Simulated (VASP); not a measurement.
Wanted: the native input for a VASP 6.6.1 run.

```
Task                   : single point
Functional             : PBE
Dispersion             : D3(BJ)
Potentials or basis    : VASP PAW PBE potentials, release 64 (As)
Cutoff                 : 520 eV
k mesh                 : 6 × 6 × 1
Occupations            : gaussian, width 0.1 eV
Spin                   : no spin polarisation
Dipole correction      : yes
Further INCAR settings : ALGO = Normal; EDIFF = 1e-07; NBANDS = 18
```

The structure of As lies in POSCAR:

```
As
1.0
    3.7594990000      0.0000000000      0.0000000000
   -1.8797490000      3.2558220000      0.0000000000
    0.0000000000      0.0000000000     20.0000000000
As
4
Direct
    0.6666666700      0.3333333300      0.4190000000
    0.3333333300      0.6666666700      0.3553428600
    0.6666666700      0.3333333300      0.6446571400
    0.3333333300      0.6666666700      0.5810000000
```

The input as run:

INCAR

```
SYSTEM = As
PREC = Accurate ; ENCUT = 520
EDIFF = 1E-7 ; ISMEAR = 0
SIGMA = 0.1 ; LREAL = .False.
LASPH = .True. ; NELM = 100
ALGO = Normal ; ISIF = 2
LWAVE = .False. ; LCHARG = .False.
LDIPOL = .True. ; IDIPOL = 3
DIPOL = 0.5 0.5 0.500 ; GGA = PE
IVDW = 12 ; NBANDS = 18
```

KPOINTS

```
Automatic mesh
0
Gamma
  6 6 1
  0 0 0
```

Potentials or basis: VASP PAW PBE potentials, release 64 (As).

Run with:

```bash
$ cat potpaw_PBE.64/As/POTCAR > POTCAR
$ mpirun -np 1 vasp_std > vasp.out
```

It gave:

```
Largest force              : 0.932 eV/Å
Band gap on the k mesh     : 0.23 eV, indirect (least direct gap 0.33 eV)
Dispersion energy per atom : -0.251 eV
```

It took 77 s on 1 thread of AMD EPYC 7R43 64-Core Processor (Zen 3), on a shared host, peak memory 0.27 GiB.
